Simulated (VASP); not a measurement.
Zr2C3:

```xyz
5
Lattice="4.4343 0.0000 0.0000 0.0000 4.4343 0.0000 0.0000 0.0000 3.0996" Properties=species:S:1:pos:R:3 pbc="T T T"
Zr    2.2171    0.0000    2.2245
Zr    0.0000    2.2171    0.8752
C     0.0000    0.0000    0.0000
C     2.2171    2.2171    1.5498
C     0.0000    0.0000    1.5498
```

* Program: VASP 6.6.1
* Task: relaxation of cell and atoms
* Functional: PBE
* Potentials or basis: VASP PAW PBE potentials, release 64 (Zr_sv, C)
* Cutoff: 600 eV
* k mesh: 4 × 4 × 6
* Occupations: gaussian, width 0.1 eV
* Spin: no spin polarisation

At the start: pressure 1.1 GPa; volume 12.19 Å³/atom.

Q: Where does the relaxation end?

A: Over 9 steps the energy falls by 13.2 meV/atom and the volume is 12.47 Å³/atom (+2.3 %); space group P-4m2 (No. 115, to 0.05 Å).

Step by step:
| step | energy change (eV) | largest force (eV/Å) | pressure (GPa) | volume (Å³) |
| --- | --- | --- | --- | --- |
| 1 | 0.0000 | 0.4010 | 1.09 | 60.95 |
| 2 | -0.0279 | 0.3781 | -0.18 | 61.68 |
| 3 | -0.0385 | 0.3460 | -1.35 | 62.39 |
| 4 | -0.0523 | 0.1748 | 1.59 | 61.67 |
| 5 | -0.0523 | 0.1710 | 1.65 | 61.65 |
| 6 | -0.0623 | 0.0709 | 1.03 | 61.94 |
| 7 | -0.0655 | 0.0348 | 0.48 | 62.20 |
| 8 | -0.0660 | 0.0123 | -0.33 | 62.40 |
| 9 | -0.0661 | 0.0030 | -0.17 | 62.36 |

Final structure:
```xyz
5
Lattice="4.4285 0.0000 0.0000 0.0000 4.4285 0.0000 0.0000 0.0000 3.1795" Properties=species:S:1:pos:R:3 pbc="T T T"
Zr    2.2143    4.4285    2.1730
Zr    0.0000    2.2143    1.0065
C     0.0000    0.0000    0.0000
C     2.2143    2.2143    1.5898
C     0.0000    0.0000    1.5898
```
